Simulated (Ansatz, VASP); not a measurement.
# Two plane-wave programs on Al2GaAs3

```xyz
6
Lattice="-2.0278 2.0278 8.5981 2.0278 -2.0278 8.5981 2.0278 2.0278 -8.5981" Properties=species:S:1:pos:R:3 pbc="T T T"
Al    0.0000    0.0000   14.3281
Al    0.0000    0.0000    2.8681
Ga    0.0000    0.0000    8.5981
As    0.0000    2.0278    1.4428
As    2.0278    0.0000    4.2990
As    0.0000    2.0278    7.1553
```

Alike in both runs: functional PBE; k mesh 10 × 10 × 10; occupations gaussian, width 0.02 eV; no spin polarisation.

Ansatz relaxed the structure, and its values are those at the end. VASP's run is a single point on that final structure, the one shown.

```csv
,VASP,Ansatz
version,VASP 6.6.1,Ansatz 0.2.0
potentials or method,"VASP PAW PBE potentials, release 64 (Al, Ga_d, As), cutoff 500 eV","scalar-relativistic, plane waves, PAW"
valence electrons in the cell,34,64
```

```tsv
	VASP	Ansatz	Ansatz less VASP
gap on the k mesh at the Fermi level (eV)	1.11	1.11	-0.002
least direct gap on the mesh (eV)	1.11	1.11	-0.002
pressure (GPa)	0.2	0.0	-0.15
```

VASP's potentials hold 34 valence electrons a cell and Ansatz's 64, so a difference there can come from the potentials and not from the codes.
